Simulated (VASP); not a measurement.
## CuCl: single point with PBEsol

Crystal: CuCl.

```
Cu Cl
1.0
     0.00000    2.71010    2.71010
     2.71010    0.00000    2.71010
     2.71010    2.71010    0.00000
Cu Cl
1 1
Direct
  0.00000 0.00000 0.00000
  0.75000 0.75000 0.75000
```

```yaml
Program: VASP 6.6.1
Task: single point
Functional: PBEsol
Potentials_or_basis: VASP PAW PBE potentials, release 64 (Cu, Cl)
Cutoff: 600 eV
k_mesh: 12 × 12 × 12
Occupations: gaussian, width 0.05 eV
Spin: no spin polarisation
Dipole_correction: no
Further_INCAR_settings: ALGO = Normal; EDIFF = 1e-06; NBANDS = 16
```

```yaml
Pressure: -3.6 GPa
Band_gap_on_the_k_mesh: 0.42 eV, direct
```

Levels at points of the mesh, in eV from the valence-band top:
| k point | band 7 | band 8 | band 9 | band 10 | band 11 | band 12 |
| --- | --- | --- | --- | --- | --- | --- |
| (0.00, 0.00, 0.00) | 0.00 | 0.00 | 0.00 | 0.42 | 6.69 | 6.69 |
| (0.50, 0.00, 0.00) | -1.37 | -0.56 | -0.56 | 2.80 | 6.66 | 7.11 |
| (0.50, 0.50, 0.00) | -1.31 | -1.11 | -1.11 | 3.33 | 4.42 | 8.61 |

Wall time 100 s on 1 thread of AMD EPYC 7R13 (shared host), peak memory 0.18 GiB.

Caveat: the PAW data sets were made with another functional, which shifts forces and pressure a little. As with any semilocal functional, this PBEsol gap is likely too small.
